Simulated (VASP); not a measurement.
Set up this calculation in VASP 6.6.1, as the native input.

```yaml
Task: single point
Functional: PBEsol
Potentials_or_basis: VASP PAW PBE potentials, release 64 (Ga_d)
Cutoff: 520 eV
k_mesh: 6 × 6 × 4
Occupations: gaussian, width 0.1 eV
Spin: no spin polarisation
Dipole_correction: no
Further_INCAR_settings: ALGO = Normal; EDIFF = 1e-06; NBANDS = 34
```

The structure of Ga lies in POSCAR:

```
Ga
1.0
    2.2160233300     -3.7989918400      0.0000000000
    2.2160233300      3.7989918400      0.0000000000
    0.0000000000      0.0000000000      4.5555035300
Ga
4
Direct
    0.6556957200      0.3443042800      0.4154013900
    0.8443042800      0.1556957200      0.9154013900
    0.3443042800      0.6556957200      0.5845986100
    0.1556957200      0.8443042800      0.0845986100
```

One way to write it, as run:

INCAR

```
SYSTEM = Ga
  PREC = Accurate
  ENCUT = 520
  EDIFF = 1E-6
  ISMEAR = 0
  SIGMA = 0.1
  LREAL = .FALSE.
  LASPH = .TRUE.
  NELM = 100
  ALGO = Normal
  ISIF = 2
  LWAVE = .FALSE.
  LCHARG = .TRUE.
  GGA = PS
  LELF = .TRUE.
  LVHAR = .TRUE.
  NBANDS = 34
```

KPOINTS

```
Automatic mesh
0
G
  6 6 4
  0 0 0
```

Potentials or basis: VASP PAW PBE potentials, release 64 (Ga_d).

Launch:

```sh
$ cat potpaw_PBE.64/Ga_d/POTCAR > POTCAR
$ mpirun -np 1 vasp_std > vasp.out
```

It gave:

```yaml
Pressure: -0.4 GPa
Largest_force: 0.020 eV/Å
Band_gap_on_the_k_mesh: zero (band 26 reaches 5.33 eV, above the bottom of band 27 at 4.29 eV)
```

Caveat: the PAW data sets were made with another functional, which shifts forces and pressure a little.

It took 3.4 min on 1 thread of AMD EPYC 7R43 64-Core Processor (Zen 3) (shared host), peak memory 0.19 GiB.
